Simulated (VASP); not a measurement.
Wanted: the native input for a VASP 6.6.1 run.

```
Task                   : single point
Functional             : PBEsol
Potentials or basis    : VASP PAW PBE potentials, release 64 (Al, Cu)
Cutoff                 : 520 eV
k mesh                 : 11 × 16 × 4
Occupations            : gaussian, width 0.15 eV
Spin                   : no spin polarisation
Dipole correction      : no
Further INCAR settings : ALGO = Fast; EDIFF = 1e-06; NBANDS = 36
```

The structure of Al2Cu lies in POSCAR:

```
Al2Cu
1.0
    0.0000000000     -4.0841721958      0.0000000000
    0.0000000000      0.0000000000     -2.8463947559
   12.5025165873      0.0000000000      0.0000000000
Al Cu
6 3
Direct
    0.0000000000      0.5000000000      0.0816506687
    0.0000000000      0.5000000000      0.4083186773
    0.0000000000      0.5000000000      0.7349866859
    0.5000000000      0.5000000000      0.8983206902
    0.5000000000      0.5000000000      0.2449846730
    0.5000000000      0.5000000000      0.5716526816
    1.0000000000      0.0000000000      0.2449846730
    1.0000000000      0.0000000000      0.5716526816
    1.0000000000      0.0000000000      0.8983206902
```

This cell differs from its parent crystal: the distance across one plane changed.

One way to write it, as run:

INCAR

```
ALGO     = Fast           # electronic algorithm
EDIFF    = 1E-6           # SCF threshold, eV
ENCUT    = 520            # plane-wave cutoff, eV
GGA      = PS             # functional
ISIF     = 2              # what is computed and relaxed
ISMEAR   = 0              # smearing method
LASPH    = True           # aspherical terms in the spheres
LCHARG   = True           # write CHGCAR
LELF     = True           # ELF
LREAL    = False          # projectors in reciprocal space
LVHAR    = True         
LWAVE    = False          # write WAVECAR
NBANDS   = 36             # bands
NELM     = 100            # most SCF steps
PREC     = Accurate       # precision mode
SIGMA    = 0.15           # smearing width, eV
```

KPOINTS

```
k-points
0
Gamma
  11 16 4
```

Potentials or basis: VASP PAW PBE potentials, release 64 (Al, Cu).

Launch:

```sh
$ cat potpaw_PBE.64/Al/POTCAR potpaw_PBE.64/Cu/POTCAR > POTCAR
$ mpirun -np 1 vasp_std > vasp.out
```

It gave:

```
Pressure               : -1.2 GPa
Largest force          : 0.879 eV/Å
Band gap on the k mesh : zero (an odd number of electrons rules out a gap without spin polarisation)
```

Caveat: the cell differs from its parent crystal (the distance across one plane changed); the PAW data sets were made with another functional, which shifts forces and pressure a little.

It took 9.5 min on 1 thread of Intel(R) Xeon(R) 6975P-C (Granite Rapids), with other jobs on the host, peak memory 0.71 GiB.
